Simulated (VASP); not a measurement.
Input of a VASP 6.6.1 run:

Contents of INCAR:

```
  PREC = Accurate
  ENCUT = 520
  EDIFF = 1E-7
  ISMEAR = 0
  SIGMA = 0.1
  LREAL = False
  LASPH = True
  NELM = 150
  ALGO = Normal
  ISIF = 2
  LWAVE = False
  LCHARG = True
  ISPIN = 2
  MAGMOM = 0 0 0 0 1
  LORBIT = 11
  GGA = PE
  LELF = True
  LVHAR = True
  NBANDS = 30
```

The input KPOINTS:

```
regular mesh
0
Gamma
  6 6 4
```

Contents of POSCAR:

```
Zn2Si2N
1.0
    4.0952851300      0.0000000000      0.0000000000
   -2.0476425700      3.5466209600      0.0000000000
    0.0000000000      0.0000000000      5.4977870500
Zn Si N
2 2 1
Direct
    0.6666666700      0.3333333300      0.3043193900
    0.6666666700      0.3333333300      0.6956806100
    0.3333333300      0.6666666700      0.5000000000
    0.6666666700      0.3333333300      0.0000000000
    0.3333333300      0.6666666700      0.0000000000
```

Potentials or basis: VASP PAW PBE potentials, release 64 (Zn, Si, N).

The run is started by

```console
$ cat potpaw_PBE.64/Zn/POTCAR potpaw_PBE.64/Si/POTCAR potpaw_PBE.64/N/POTCAR > POTCAR
$ mpirun -np 1 vasp_std > vasp.out
```

Q: Predict the net moment.

A: 0.00 μB per cell.

Q: What does it give for the largest force?

A: 18.127 eV/Å.

Q: What does it give for the pressure?

A: 45.3 GPa.

Stress tensor (GPa, compression positive):
```
 -7.52   0.00   0.00
  0.00  -7.52   0.00
  0.00   0.00 150.93
```

Caveat: the stress differs along the axes, from -8 to 151 GPa; forces of over 1 eV/Å act on the atoms, so gaps and moduli don't describe the material at rest.
